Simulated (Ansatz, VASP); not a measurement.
**KBr: VASP beside Ansatz**

The input INCAR:

```
SYSTEM = KBr
ALGO = Normal ; EDIFF = 1E-7
ENCUT = 520 ; GGA = PE
ISIF = 2 ; ISMEAR = -1
LASPH = .TRUE. ; LCHARG = .TRUE.
LELF = .TRUE. ; LREAL = .FALSE.
LVHAR = .TRUE. ; LWAVE = .FALSE.
NBANDS = 15 ; NELM = 60
PREC = Accurate ; SIGMA = 0.03
```

The input KPOINTS:

```
k-points
0
G
  5 5 5
  0 0 0
```

POSCAR

```
KBr
1.0
    0.0000000000      3.3000000000      3.3000000000
    3.3000000000      0.0000000000      3.3000000000
    3.3000000000      3.3000000000      0.0000000000
Br K
1 1
Direct
    0.5000000000      0.5000000000      0.5000000000
    0.0000000000      0.0000000000      0.0000000000
```

input.yaml

```yaml
crystal:
  lattice:
    - [0.0, 3.3, 3.3]
    - [3.3, 0.0, 3.3]
    - [3.3, 3.3, 0.0]
  atoms:
    - { symbol: Br, position: [0.5, 0.5, 0.5] }
    - { symbol: K, position: [0.0, 0.0, 0.0] }
kpoints:
  mp_grid: { grid: [5, 5, 5] }
scf:
  occupations: { method: fermi_dirac, width: 0.03 }
hamiltonian:
  xc: pbe
  pseudopotentials: { kind: all_electron, lapw: { basis_error: 0.004 } }
output:
  forces: true
  stress: true
  eigenvalues: true
```

Alike in both runs: task single point; functional PBE; k mesh 5 × 5 × 5; occupations fermi-dirac, width 0.03 eV; no spin polarisation.

|  | VASP | Ansatz |
| --- | --- | --- |
| version | VASP 6.6.1 | Ansatz 0.2.0 |
| potentials or method | VASP PAW PBE potentials, release 64 (Br, K_sv), cutoff 520 eV | all-electron LAPW, scalar-relativistic |

```tsv
	VASP	Ansatz	Ansatz less VASP
gap on the k mesh at the Fermi level (eV)	4.43	4.43	+0.001
least direct gap on the mesh (eV)	4.43	4.43	+0.001
pressure (GPa)	0.8	0.7	-0.04
```

Ansatz ran all-electron here, and VASP with PAW potentials.
